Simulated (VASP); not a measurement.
Here is a VASP 6.6.1 calculation.

The input INCAR:

```
  ALGO = Normal
  EDIFF = 1E-6
  ENCUT = 520
  GGA = PS
  ISIF = 2
  ISMEAR = -1
  LASPH = T
  LCHARG = F
  LREAL = F
  LWAVE = F
  NBANDS = 21
  NELM = 80
  PREC = Accurate
  SIGMA = 0.1
```

KPOINTS

```
k-points
0
Gamma
  12 12 7
```

POSCAR

```
Sn
1.0
    3.1766475128      0.0000000000      0.0000000000
   -1.5883237564      2.7510574450      0.0000000000
    0.0000000000      0.0000000000      5.2828769443
Sn
2
Direct
    0.3333333333      0.6666666667      0.2500000000
    0.6666666667      0.3333333333      0.7500000000
```

Potentials or basis: VASP PAW PBE potentials, release 64 (Sn_d).

Launch:

```bash
$ cat potpaw_PBE.64/Sn_d/POTCAR > POTCAR
$ mpirun -np 1 vasp_std > vasp.out
```

Problem. Predict the pressure.

Solution. 9.6 GPa.

Problem. Estimate the band gap on the k mesh.

Solution. Zero (band 14 reaches 17.16 eV, above the bottom of band 15 at 7.30 eV).

Stress tensor (GPa, compression positive):
```
10.54  0.00  0.00
 0.00 10.54  0.00
 0.00  0.00  7.60
```

Caveat: the PAW data sets were made with another functional, which shifts forces and pressure a little; spin-orbit coupling is left out, which moves the levels of the heavy elements.
